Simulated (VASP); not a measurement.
Wanted: the native input for a VASP 6.6.1 run.

- Task: single point
- Functional: PBEsol
- Potentials or basis: VASP PAW PBE potentials, release 64 (Fe, Al, B)
- Cutoff: 520 eV
- k mesh: 6 × 6 × 6
- Occupations: fermi-dirac, width 0.05 eV
- Spin: collinear spin, ferromagnetic start
- Starting moments: [3.0, 3.0, 3.0, 0.0, 0.0] μB
- Fixed moment: 9 μB
- Dipole correction: no
- Further INCAR settings: ALGO = Normal; EDIFF = 1e-06; NBANDS = 27

The structure of AlFe3B lies in POSCAR:

```
AlFe3B
1.0
    3.8223220000      0.0000000000      0.0000000000
    0.0000000000      3.8223220000      0.0000000000
    0.0000000000      0.0000000000      3.8223220000
Fe Al B
3 1 1
Direct
    0.0000000000      0.0000000000      0.5000000000
    0.0000000000      0.5000000000      0.0000000000
    0.5000000000      0.0000000000      0.0000000000
    0.5000000000      0.5000000000      0.5000000000
    0.0000000000      0.0000000000      0.0000000000
```

These files were run (other wordings do the same):

INCAR

```
PREC = Accurate
ENCUT = 520
EDIFF = 1E-6
ISMEAR = -1
SIGMA = 0.05
LREAL = False
LASPH = True
NELM = 150
ALGO = Normal
ISIF = 2
LWAVE = False
LCHARG = False
ISPIN = 2
MAGMOM = 3 3 3 0 0
LORBIT = 11
NUPDOWN = 9.0
LMAXMIX = 4
GGA = PS
NBANDS = 27
```

KPOINTS

```
regular mesh
0
Gamma
  6 6 6
```

Potentials or basis: VASP PAW PBE potentials, release 64 (Fe, Al, B).

Command:

```bash
$ cat potpaw_PBE.64/Fe/POTCAR potpaw_PBE.64/Al/POTCAR potpaw_PBE.64/B/POTCAR > POTCAR
$ mpirun -np 1 vasp_std > vasp.out
```

It gave:

The pressure is 19.8 GPa and the net moment is 9.00 μB per cell. The site moments are Fe +2.89; Al +0.01; B +0.00 μB and the valence electrons inside the program's atomic spheres are Fe 7.40; Al 0.78; B 2.19.

Caveat: the cell stands under pressure; the PAW data sets were made with another functional, which shifts forces and pressure a little; the total moment is fixed, so each spin has its own Fermi level and the state may be an excited one.

It took 83 s on 1 thread of Intel(R) Xeon(R) Platinum 8259CL CPU @ 2.50GHz (Skylake/Cascade Lake), with other jobs on the host, peak memory 0.2 GiB.
